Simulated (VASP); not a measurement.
# CuO (C2/c) in VASP: further runs

The runs below take CuO through single point, with BLYP+D3(BJ), r2SCAN.

Everything below comes from runs of VASP 6.6.1. Logs are shortened: lines on timing, memory, paths and dates and some standing lists are left out, and cuts for length are marked.

## (1) The cell of the first run

It takes space group C2/c (No. 15, monoclinic). The conventional cell has a = 4.715 Å, b = 3.445 Å, c = 5.163 Å, α = 90.00°, β = 99.54°, γ = 90.00°. Cu (site symmetry -1) has 4 O at 1.96 to 1.97 Å within 2.6 Å. Within 3.0 Å of O (site symmetry 2) lie 6 Cu at 1.96 to 2.80 Å and 6 O at 2.64 to 2.92 Å.

## (2) Single point, BLYP+D3(BJ)

File INCAR:

```
PREC = Accurate
ENCUT = 520
EDIFF = 1E-7
ISMEAR = -1
SIGMA = 0.05
LREAL = F
LASPH = T
NELM = 80
ALGO = Normal
ISIF = 2
LWAVE = F
LCHARG = F
GGA = B5
ALDAX = 1.0
AGGAX = 1.0
AGGAC = 1.0
ALDAC = 0.0
IVDW = 12
VDW_S6 = 1.0
VDW_S8 = 2.6996
VDW_A1 = 0.4298
VDW_A2 = 4.2359
NBANDS = 25
```

File KPOINTS:

```
regular mesh
0
Gamma
  10 10 5
```

File POSCAR:

```
CuO
1.0
    2.3573593924     -1.7226334429      0.0000000000
    2.3573593924      1.7226334429      0.0000000000
   -0.8556569116      0.0000000000      5.0913661947
Cu O
2 2
Direct
    0.5000000000      0.0000000000      0.5000000000
    0.0000000000      0.5000000000      0.0000000000
    0.4184000000      0.5816000000      0.7500000000
    0.5816000000      0.4184000000      0.2500000000
```

Potentials or basis: VASP PAW PBE potentials, release 64 (Cu, O).

Run with:

```
$ cat potpaw_PBE.64/Cu/POTCAR potpaw_PBE.64/O/POTCAR > POTCAR
$ mpirun -np 1 vasp_std > vasp.out
```

OUTCAR:

```text
PREC = Accurate
   ENCUT = 520
   EDIFF = 1E-7
   ISMEAR = -1
   LREAL = F
   LASPH = T
   NELM = 80
   ISIF = 2
   GGA = B5
   IVDW = 12
 IVDW          = 12

 ion  position               nearest neighbor table
   1  0.500  0.000  0.500-   3 1.96   4 1.96   4 1.97   3 1.97
   2  0.000  0.500  0.000-   4 1.96   3 1.96   4 1.97   3 1.97
   3  0.418  0.582  0.750-   2 1.96   1 1.96   2 1.97   1 1.97
   4  0.582  0.418  0.250-   1 1.96   2 1.96   2 1.97   1 1.97

  LATTYP: Found a base centered monoclinic cell.
 ALAT       =     4.7147187848
 B/A-ratio  =     0.7307470590
 C/A-ratio  =     1.0950317057
 COS(beta)  =    -0.1657361228

  Lattice vectors:

 A1 = (   2.3573593924,  -1.7226334429,   0.0000000000)
 A2 = (   2.3573593924,   1.7226334429,   0.0000000000)
 A3 = (  -0.8556569116,   0.0000000000,   5.0913661947)

Analysis of symmetry for initial positions (statically):
=====================================================================
 Subroutine PRICEL returns:
 Original cell was already a primitive cell.

 Routine SETGRP: Setting up the symmetry group for a
 base centered monoclinic supercell.

 Subroutine GETGRP returns: Found  4 space group operations
 (whereof  2 operations were pure point group operations)
 out of a pool of  4 trial point group operations.

The static configuration has the point symmetry S_2 .
 The point group associated with its full space group is C_2h.

Analysis of symmetry for dynamics (positions and initial velocities):
=====================================================================
 Subroutine PRICEL returns:
 Original cell was already a primitive cell.

 Routine SETGRP: Setting up the symmetry group for a
 base centered monoclinic supercell.

 Subroutine GETGRP returns: Found  4 space group operations
 (whereof  2 operations were pure point group operations)
 out of a pool of  4 trial point group operations.

The dynamic configuration has the point symmetry S_2 .
 The point group associated with its full space group is C_2h.

 Subroutine INISYM returns: Found  4 space group operations
 (whereof  2 operations are pure point group operations),
 and found     1 'primitive' translations

----------------------------------------------------------------------------------------

                                     Primitive cell

  volume of cell :      41.3507

  direct lattice vectors                    reciprocal lattice vectors
     2.357359392 -1.722633443  0.000000000     0.212101728 -0.290253276  0.035645896
     2.357359392  1.722633443  0.000000000     0.212101728  0.290253276  0.035645896
    -0.855656912  0.000000000  5.091366195     0.000000000  0.000000000  0.196410936

  length of vectors
     2.919693354  2.919693354  5.162766553     0.361254394  0.361254394  0.196410936

  position of ions in fractional coordinates (direct lattice)
     0.500000000  1.000000000  0.500000000
     1.000000000  0.500000000  0.000000000
     0.418400000  0.581600000  0.750000000
     0.581600000  0.418400000  0.250000000

  ion indices of the primitive-cell ions
   primitive index   ion index
                 1           1
                 2           2
                 3           3
                 4           4

----------------------------------------------------------------------------------------

 KPOINTS: regular mesh

Automatic generation of k-mesh.
 Grid dimensions read from file:
 generate k-points for:   10   10    5

 Generating k-lattice:

  Cartesian coordinates                     Fractional coordinates (reciprocal lattice)
     0.021210173 -0.029025328  0.003564590     0.100000000  0.000000000 -0.000000000
     0.021210173  0.029025328  0.003564590     0.000000000  0.100000000 -0.000000000
     0.000000000  0.000000000  0.039282187     0.000000000  0.000000000  0.200000000

  Length of vectors
     0.036125439  0.036125439  0.039282187

  Shift w.r.t. Gamma in fractional coordinates (k-lattice)
     0.000000000  0.000000000  0.000000000

 Subroutine IBZKPT returns following result:
 ===========================================

 Found    141 irreducible k-points:

 Following reciprocal coordinates:
            Coordinates               Weight
  0.000000  0.000000  0.000000      1.000000
  0.100000 -0.000000  0.000000      4.000000
  0.200000 -0.000000  0.000000      4.000000
  0.300000  0.000000 -0.000000      4.000000
  0.400000 -0.000000  0.000000      4.000000
  0.500000  0.000000 -0.000000      2.000000
[... 16 lines left out ...]
  0.300000  0.300000  0.000000      2.000000
  0.400000  0.300000  0.000000      4.000000
 [... further k-points ...]
   k-points           NKPTS =    141   k-points in BZ     NKDIM =    141   number of bands    NBANDS=     25
   number of dos      NEDOS =    301   number of ions     NIONS =      4
   total plane-waves  NPLWV =  23040
   dimension x,y,z NGX =    24 NGY =   24 NGZ =   40
   dimension x,y,z NGXF=    48 NGYF=   48 NGZF=   80
   ions per type =               2   2
   NGX,Y,Z   is equivalent  to a cutoff of  13.67, 13.67, 12.88 a.u.
   NGXF,Y,Z  is equivalent  to a cutoff of  27.33, 27.33, 25.76 a.u.
 SYSTEM =  unknown system
   PREC   = accura    normal or accurate (medium, high low for compatibility)
   ISTART =      0    job   : 0-new  1-cont  2-samecut
   ICHARG =      2    charge: 1-file 2-atom 10-const
   ISPIN  =      1    spin polarized calculation?
   LNONCOLLINEAR =      F non collinear calculations
   LSORBIT =      F    spin-orbit coupling
   LASPH  =      T    aspherical Exc in radial PAW
   ENCUT  =  520.0 eV  38.22 Ry    6.18 a.u.   5.43  5.43  9.60*2*pi/ulx,y,z
   NELM   =     80;   NELMIN=  2; NELMDL= -5     # of ELM steps
   EDIFF  = 0.1E-06   stopping-criterion for ELM
   LREAL  =      F    real-space projection
   EDIFFG = 0.1E-05   stopping-criterion for IOM
   NSW    =      0    number of steps for IOM
   IBRION =     -1    ionic relax: 0-MD 1-quasi-New 2-CG
   NFREE  =      0    steps in history (QN), initial steepest desc. (CG)
   ISIF   =      2    stress and relaxation
   ISYM   =      2    0-nonsym 1-usesym 2-fastsym
   POTIM  = 0.5000    time-step for ionic-motion
   TEBEG  =    0.0;   TEEND  =   0.0 temperature during run
   PSTRESS=    0.0 pullay stress
   NELECT =      34.0000    total number of electrons
   NUPDOWN=      -1.0000    fix difference up-down
   EMIN   =  10.00;   EMAX   =-10.00  energy-range for DOS
   EFERMI =   0.00;   METHOD = LEGACY
   ISMEAR =    -1;   SIGMA  =   0.05  broadening in eV -4-tet -1-fermi 0-gaus
   EFERMI_NEDOS =   21; number of points for ismear=-14 and -15
   IALGO  =     38    algorithm
   IMIX   =      4    mixing-type and parameters
     AMIX     =   0.40;   BMIX     =  1.00
     AMIX_MAG =   1.60;   BMIX_MAG =  1.00
  volume/ion in A,a.u.               =      10.34        69.76
  Fermi-wavevector in a.u.,A,eV,Ry     =   1.533699  2.898271 32.004068  2.352233
  Thomas-Fermi vector in A             =   2.640730
   LORBIT       =      0    0 simple, 1 ext, 2 COOP (PROOUT), +10 PAW based schemes
   GGA     = B5    functional components
   LHFCALC =     F    Hartree Fock is set to
   AEXX    =    0.0000 exact exchange contribution
   IVDW    =    12    specifies the selected vdW correction
   LEPSILON=     F    determine dielectric tensor
   LRPA    =     F    only Hartree local field effects (RPA)
 non-spin polarized calculation
  energy-cutoff  :      520.00
  volume of cell :       41.35
 maximum number of plane-waves:      1137
 NGX is ok and might be reduce to    24
   NGX = 11   NGY = 11   NGZ = 19

 number of electron      34.0000009 magnetization

 Free energy of the ion-electron system (eV)
  ---------------------------------------------------
  ext. energy  EPLUGINS =         0.00000000
  ---------------------------------------------------
  free energy    TOTEN  =       -17.98047987 eV

  energy without entropy =      -17.96098637  energy(sigma->0) =      -17.97073312

 E-fermi :   5.7791     XC(G=0): -11.2722

 val. band max:        5.7766032741   @ k =   0.5000   0.1000   0.2000
 cond. band min:       5.7813039739   @ k =   0.5000   0.2000   0.4000
 fundamental gap:      0.0047006998
 Fermi energy:         5.7790600776

 k-point     1 :       0.0000    0.0000    0.0000
  band No.  band energies     occupation
      1     -13.8440      2.00000
      2     -12.5820      2.00000
      3      -2.0811      2.00000
      4       0.3750      2.00000
      5       0.7584      2.00000
      6       2.5389      2.00000
[... 17 lines left out ...]
     24      22.3981      0.00000
     25      22.6893      0.00000

 k-point     2 :       0.1000   -0.0000    0.0000
  band No.  band energies     occupation
      1     -13.7797      2.00000
      2     -12.5616      2.00000
      3      -1.9741      2.00000
      4       0.3619      2.00000
      5       0.7351      2.00000
      6       1.8391      2.00000
[... 17 lines left out ...]
     24      21.7162      0.00000
     25      22.7502      0.00000

 k-point     3 :       0.2000   -0.0000    0.0000
  band No.  band energies     occupation
      1     -13.6053      2.00000
      2     -12.5075      2.00000
      3      -1.6878      2.00000
      4       0.3141      2.00000
      5       0.6318      2.00000
      6       0.8521      2.00000
[... 17 lines left out ...]
     24      20.9334      0.00000
     25      22.2807      0.00000

 k-point     4 :       0.3000    0.0000   -0.0000
  band No.  band energies     occupation
      1     -13.3763      2.00000
      2     -12.4398      2.00000
      3      -1.3266      2.00000
      4      -0.2350      2.00000
      5       0.2580      2.00000
      6       0.7387      2.00000
[... 17 lines left out ...]
     24      19.8207      0.00000
     25      21.8997      0.00000
[... 477 lines left out ...]
 k-point    22 :      -0.2000    0.2000    0.0000
  band No.  band energies     occupation
      1     -13.3238      2.00000
      2     -12.4155      2.00000
      3      -1.2318      2.00000
      4       0.2144      2.00000
      5       0.2271      2.00000
      6       0.5545      2.00000
[... 17 lines left out ...]
     24      19.7244      0.00000
     25      19.7483      0.00000

 k-point    23 :       0.3000    0.3000    0.0000
  band No.  band energies     occupation
      1     -13.0892      2.00000
      2     -12.3917      2.00000
      3      -0.7687      2.00000
      4      -0.3291      2.00000
      5       0.6158      2.00000
      6       0.6529      2.00000
[... 17 lines left out ...]
     24      20.3781      0.00000
     25      20.8366      0.00000

 k-point    24 :       0.4000    0.3000    0.0000
  band No.  band energies     occupation
      1     -12.9117      2.00000
      2     -12.3470      2.00000
      3      -0.8016      2.00000
      4      -0.4831      2.00000
      5       0.4235      2.00000
      6       0.5870      2.00000
[... 17 lines left out ...]
     24      19.1857      0.00000
     25      20.3668      0.00000

 [... further k-points ...]

------------------------ aborting loop because EDIFF is reached ----------------------------------------

 Edisp (eV)   -2.39081

 E8    (eV) :    -1.6532

  FORCE on cell =-STRESS in cart. coord.  units (eV):
  Direction    XX          YY          ZZ          XY          YZ          ZX
  --------------------------------------------------------------------------------------
  -------------------------------------------------------------------------------------
  Total      -0.10671     0.37942    -0.14841     0.00000     0.00000    -0.23733
  in kB      -4.13453    14.70087    -5.75032     0.00000     0.00000    -9.19570
  external pressure =        1.61 kB  Pullay stress =        0.00 kB

 VOLUME and BASIS-vectors are now :
 -----------------------------------------------------------------------------
  energy-cutoff  :      520.00
  volume of cell :       41.35
      direct lattice vectors                 reciprocal lattice vectors
     2.357359392 -1.722633443  0.000000000     0.212101728 -0.290253276  0.035645896
     2.357359392  1.722633443  0.000000000     0.212101728  0.290253276  0.035645896
    -0.855656912  0.000000000  5.091366195     0.000000000  0.000000000  0.196410936

 POSITION                                       TOTAL-FORCE (eV/Angst)
 -----------------------------------------------------------------------------------
      0.75085     -0.86132      2.54568        -0.000000     -0.000000      0.000000
      1.17868      0.86132      0.00000        -0.000000      0.000000      0.000000
      1.71562      0.28113      3.81852         0.000000     -0.242321      0.000000
      2.14345     -0.28113      1.27284         0.000000      0.242321      0.000000
 -----------------------------------------------------------------------------------
    total drift:                                0.000000     -0.000000     -0.000000

  FREE ENERGIE OF THE ION-ELECTRON SYSTEM (eV)
  ---------------------------------------------------
  free  energy   TOTEN  =       -20.3712854510 eV

  energy  without entropy=      -20.3517919484  energy(sigma->0) =      -20.36153870
```

Run time: 2.5 min. Hardware: 1 thread of AMD EPYC 7R13 (Zen 3), shared host; peak memory 0.23 GiB.

Results:

```yaml
Free_energy: -20.3713 eV
Pressure: 0.2 GPa
Largest_force: 0.242 eV/Å
Band_gap_on_the_k_mesh: zero (bands 17 and 18 overlap by 0.59 eV)
Dispersion_energy_per_atom: -0.598 eV
```

Forces on the atoms (eV/Å):
```
Cu   0.000  0.000  0.000
Cu   0.000  0.000  0.000
O    0.000 -0.242  0.000
O    0.000  0.242  0.000
```

Caveat: the PAW data sets were made with another functional, which shifts forces and pressure a little; semilocal functionals often make such compounds metallic where correlation or magnetic order opens a gap, which also shifts bond lengths.

## (3) Single point, BLYP+D3(BJ)

This run uses another cell than the first one, of 10.54 Å³/atom.

File INCAR:

```
SYSTEM = CuO
AGGAC = 1.0
AGGAX = 1.0
ALDAC = 0.0
ALDAX = 1.0
ALGO = Normal
EDIFF = 1E-7
ENCUT = 520
GGA = B5
ISIF = 2
ISMEAR = -1
IVDW = 12
LASPH = .TRUE.
LCHARG = .FALSE.
LREAL = .FALSE.
LWAVE = .FALSE.
NBANDS = 25
NELM = 60
PREC = Accurate
SIGMA = 0.05
VDW_A1 = 0.4298
VDW_A2 = 4.2359
VDW_S6 = 1.0
VDW_S8 = 2.6996
```

File KPOINTS:

```
k-points
0
G
  10 10 5
  0 0 0
```

File POSCAR:

```
CuO
1.0
    2.3726673498     -1.7338196878      0.0000000000
    2.3726673498      1.7338196878      0.0000000000
   -0.8612132810      0.0000000000      5.1244279405
Cu O
2 2
Direct
    0.5000000000      0.0000000000      0.5000000000
    0.0000000000      0.5000000000      0.0000000000
    0.4184000000      0.5816000000      0.7500000000
    0.5816000000      0.4184000000      0.2500000000
```

Potentials or basis: VASP PAW PBE potentials, release 64 (Cu, O).

Run with:

```
$ cat potpaw_PBE.64/Cu/POTCAR potpaw_PBE.64/O/POTCAR > POTCAR
$ mpirun -np 1 vasp_std > vasp.out
```

Wall time 2.6 min (1 thread of AMD EPYC 7R13 (Zen 3), shared host); peak memory 0.23 GiB.

It converged, with:

* Free energy: -20.3653 eV
* Pressure: -3.0 GPa
* Largest force: 0.301 eV/Å
* Band gap on the k mesh: zero (bands 17 and 18 overlap by 0.59 eV)
* Dispersion energy per atom: -0.586 eV

Forces on the atoms (eV/Å):
```
Cu   0.000  0.000  0.000
Cu   0.000  0.000  0.000
O    0.000 -0.301  0.000
O    0.000  0.301  0.000
```

Stress tensor (GPa, compression positive):
```
-3.69  0.00 -0.49
 0.00 -0.95  0.00
-0.49  0.00 -4.28
```

Levels at points of the mesh, in eV from the Fermi level:
```csv
k point,band 13,band 14,band 15,band 16,band 17,band 18,band 19,band 20,band 21,band 22
"(0.00, 0.00, 0.00)",-2.32,-2.17,-2.11,-1.66,0.20,0.90,1.75,6.31,7.97,13.29
"(0.50, 0.00, 0.00)",-2.02,-1.57,-1.45,-1.40,0.01,0.25,5.02,6.33,6.85,11.05
"(0.50, 0.50, 0.00)",-2.10,-2.07,-1.65,-1.22,-0.67,1.02,3.69,7.00,8.54,9.75
```

Caveat: the PAW data sets were made with another functional, which shifts forces and pressure a little; semilocal functionals often make such compounds metallic where correlation or magnetic order opens a gap, which also shifts bond lengths.

## (4) Single point, BLYP+D3(BJ)

This run uses another cell than the first one, of 10.74 Å³/atom.

File INCAR:

```
  AGGAC = 1.0
  AGGAX = 1.0
  ALDAC = 0.0
  ALDAX = 1.0
  ALGO = Normal
  EDIFF = 1E-6
  ENCUT = 520
  GGA = B5
  ISIF = 2
  ISMEAR = -1
  IVDW = 12
  LASPH = True
  LCHARG = False
  LREAL = False
  LWAVE = False
  NBANDS = 25
  NELM = 80
  PREC = Accurate
  SIGMA = 0.05
  VDW_A1 = 0.4298
  VDW_A2 = 4.2359
  VDW_S6 = 1.0
  VDW_S8 = 2.6996
```

File KPOINTS:

```
k-points
0
Gamma
  10 10 5
```

File POSCAR:

```
CuO
1.0
    2.3877802882     -1.7448634230      0.0000000000
    2.3877802882      1.7448634230      0.0000000000
   -0.8666988638      0.0000000000      5.1570684890
Cu O
2 2
Direct
    0.5000000000      0.0000000000      0.5000000000
    0.0000000000      0.5000000000      0.0000000000
    0.4184000000      0.5816000000      0.7500000000
    0.5816000000      0.4184000000      0.2500000000
```

Run with:

```
$ cat potpaw_PBE.64/Cu/POTCAR potpaw_PBE.64/O/POTCAR > POTCAR
$ mpirun -np 1 vasp_std > vasp.out
```

Run time: 2.4 min. Hardware: 1 thread of AMD EPYC 7R13 (Zen 3), shared host; peak memory 0.23 GiB.

Results (log left out):

- Free energy: -20.3441 eV
- Pressure: -5.7 GPa
- Largest force: 0.354 eV/Å
- Band gap on the k mesh: zero (bands 17 and 18 overlap by 0.59 eV)
- Dispersion energy per atom: -0.575 eV

Forces on the atoms (eV/Å):
```
Cu   0.000  0.000  0.000
Cu   0.000  0.000  0.000
O    0.000 -0.354  0.000
O    0.000  0.354  0.000
```

Stress tensor (GPa, compression positive):
```
-6.57  0.00 -0.10
 0.00 -3.07  0.00
-0.10  0.00 -7.54
```

Levels at points of the mesh, in eV from the Fermi level:
```csv
k point,band 15,band 16,band 17,band 18,band 19,band 20
"(0.00, 0.00, 0.00)",-2.06,-1.62,0.20,0.88,1.69,6.28
"(0.50, 0.00, 0.00)",-1.41,-1.36,0.01,0.26,5.02,6.24
"(0.50, 0.50, 0.00)",-1.63,-1.20,-0.65,1.00,3.74,6.92
```

Caveat: the cell stands under tension; the PAW data sets were made with another functional, which shifts forces and pressure a little; semilocal functionals often make such compounds metallic where correlation or magnetic order opens a gap, which also shifts bond lengths.

[end of part 1 of 2]
